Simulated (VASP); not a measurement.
A run of VASP 6.6.1:

POSCAR

```
WS2
1.0
    3.1333789571      0.0000000000      0.0000000000
   -1.5666894785      2.7135857765      0.0000000000
    0.0000000000      0.0000000000     17.1040315658
W S
1 2
Direct
    0.3333333333      0.6666666667      0.0000000000
    0.6666666667      0.3333333333      0.9078800771
    0.6666666667      0.3333333333      0.0921199229
```

File INCAR.step1:

```
SYSTEM = WS2
  PREC = Accurate
  ENCUT = 520
  ISMEAR = 0
  SIGMA = 0.02
  LREAL = .False.
  LASPH = .True.
  NELM = 80
  NBANDS = 20
  GGA = PE
  ALGO = Normal
  EDIFF = 1E-4
  LWAVE = .True.
  LCHARG = .False.
```

The input INCAR.step2:

```
SYSTEM = WS2
  PREC = Accurate
  ENCUT = 520
  EDIFF = 1E-7
  ISMEAR = 0
  SIGMA = 0.02
  LREAL = .False.
  LASPH = .True.
  NELM = 80
  ALGO = Normal
  ISIF = 2
  LWAVE = .False.
  LCHARG = .False.
  METAGGA = R2SCAN
  LMIXTAU = .True.
  NBANDS = 20
  ISTART = 1
```

Contents of KPOINTS:

```
regular mesh
0
Gamma
  12 12 2
  0 0 0
```

Potentials or basis: VASP PAW PBE potentials, release 64 (W_sv, S).

The run is started by

```bash
$ cat potpaw_PBE.64/W_sv/POTCAR potpaw_PBE.64/S/POTCAR > POTCAR
$ cp INCAR.step1 INCAR
$ mpirun -np 1 vasp_std > vasp.out
$ cp INCAR.step2 INCAR
$ mpirun -np 1 vasp_std > vasp.out
```

Hardware: 1 thread of Intel(R) Xeon(R) 6975P-C (Granite Rapids), on a shared host.

**Question.** How long does it take, and how much memory?

**Answer.** It took 4.1 min on 1 thread of Intel(R) Xeon(R) 6975P-C (Granite Rapids), on a shared host, peak memory 0.34 GiB. Counts: k points 38.
